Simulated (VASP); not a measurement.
# Be: relaxation of cell and atoms with LDA

Crystal: Be.

```xyz
1
Lattice="0.0000 1.5950 1.5950 1.5950 0.0000 1.5950 1.5950 1.5950 0.0000" Properties=species:S:1:pos:R:3 pbc="T T T"
Be    0.0000    0.0000    0.0000
```

This isn't the form of Be at room conditions, which is hcp.

```yaml
Program: VASP 6.6.1
Task: relaxation of cell and atoms
Functional: LDA
Potentials_or_basis: VASP PAW LDA potentials, release 64 (Be)
Cutoff: 600 eV
k_mesh: 14 × 14 × 14
Occupations: fermi-dirac, width 0.05 eV
Spin: no spin polarisation
Target_pressure: 20 GPa
Dipole_correction: no
Further_INCAR_settings: ALGO = Normal; EDIFF = 1e-07; IBRION = 2; EDIFFG = -0.01; NSW = 80; ISIF = 3
```

```yaml
Relaxed_volume: 6.64 Å³/atom
Relaxed_cell: a = 2.110 Å, b = 2.110 Å, c = 2.110 Å, α = 60.00°, β = 60.00°, γ = 60.00°
Space_group_after_relaxing_to_0.1_Å: Fm-3m (No. 225)
Energy_change_on_relaxing_the_run_minimises_the_enthalpy: +33.5 meV/atom
Ionic_steps: 3
Pressure_after_relaxing: 20.1 GPa
Band_gap_on_the_k_mesh: zero (bands 1 and 2 overlap by 0.33 eV)
```

Step by step:
```csv
step,energy change (eV),largest force (eV/Å),pressure (GPa),volume (Å³)
1,0.0000,0.0000,-8.76,8.12
2,0.0502,0.0000,23.87,6.52
3,0.0335,0.0000,20.15,6.64
```

Final structure:
```
Be
1.0
     0.00000    1.49210    1.49210
     1.49210    0.00000    1.49210
     1.49210    1.49210    0.00000
Be
1
Direct
  0.00000 0.00000 0.00000
```

Levels at points of the mesh, in eV from the Fermi level:
| k point | band 1 | band 2 | band 3 | band 4 | band 5 |
| --- | --- | --- | --- | --- | --- |
| (0.00, 0.00, 0.00) | -12.57 | 22.02 | 22.02 | 22.02 | 32.58 |
| (0.50, 0.00, 0.00) | -5.91 | 0.82 | 18.70 | 18.70 | 29.36 |
| (0.50, 0.50, 0.00) | -2.95 | 4.79 | 10.79 | 10.79 | 16.96 |

Wall time 5.6 s on 1 thread of AMD EPYC 7R13 Processor (Zen 3) (shared host), peak memory 0.08 GiB.

Caveat: the cell is relaxed towards a set pressure, so the run minimises the enthalpy, not the energy; the volume moved by over 15 % at a fixed basis, so the end points are rough.
